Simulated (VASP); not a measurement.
A run of VASP 6.6.1 is set up as follows.

The input INCAR:

```
PREC     = Accurate       # precision mode
ENCUT    = 520            # plane-wave cutoff, eV
EDIFF    = 1E-7           # SCF threshold, eV
ISMEAR   = -1             # smearing method
SIGMA    = 0.05           # smearing width, eV
LREAL    = F              # projectors in reciprocal space
LASPH    = T              # aspherical terms in the spheres
NELM     = 100            # most SCF steps
ALGO     = Normal         # electronic algorithm
ISIF     = 2              # what is computed and relaxed
LWAVE    = F              # write WAVECAR
LCHARG   = T              # write CHGCAR
GGA      = B5             # functional
ALDAX    = 1.0          
AGGAX    = 1.0          
AGGAC    = 1.0          
ALDAC    = 0.0          
IVDW     = 12             # dispersion correction
VDW_S6   = 1.0          
VDW_S8   = 2.6996       
VDW_A1   = 0.4298       
VDW_A2   = 4.2359       
LELF     = T              # ELF
LVHAR    = T            
NBANDS   = 28             # bands
```

KPOINTS

```
regular mesh
0
Gamma
  7 7 6
```

Contents of POSCAR:

```
PbS
1.0
    2.1073236324     -6.0701387599      0.0000000000
    2.1073236324      6.0701387599      0.0000000000
    0.0000000000      0.0000000000      4.3356342523
Pb S
2 2
Direct
    0.1305633500      0.8694366500      0.2500000000
    0.8694366500      0.1305633500      0.7500000000
    0.3547970900      0.6452029100      0.2500000000
    0.6452029100      0.3547970900      0.7500000000
```

Potentials or basis: VASP PAW PBE potentials, release 64 (Pb_d, S).

Command:

```bash
$ cat potpaw_PBE.64/Pb_d/POTCAR potpaw_PBE.64/S/POTCAR > POTCAR
$ mpirun -np 1 vasp_std > vasp.out
```

(1) Predict the band gap on the k mesh.

(2) What does it give for the dispersion energy per atom?

(3) Estimate the largest force.

Results:

(1) 1.34 eV (least direct gap 1.47 eV).

(2) -0.763 eV.

(3) 0.052 eV/Å.

Caveat: the PAW data sets were made with another functional, which shifts forces and pressure a little; spin-orbit coupling is left out, which moves the levels of the heavy elements; an odd mesh through Γ misses points on the zone boundary, where band edges can lie.
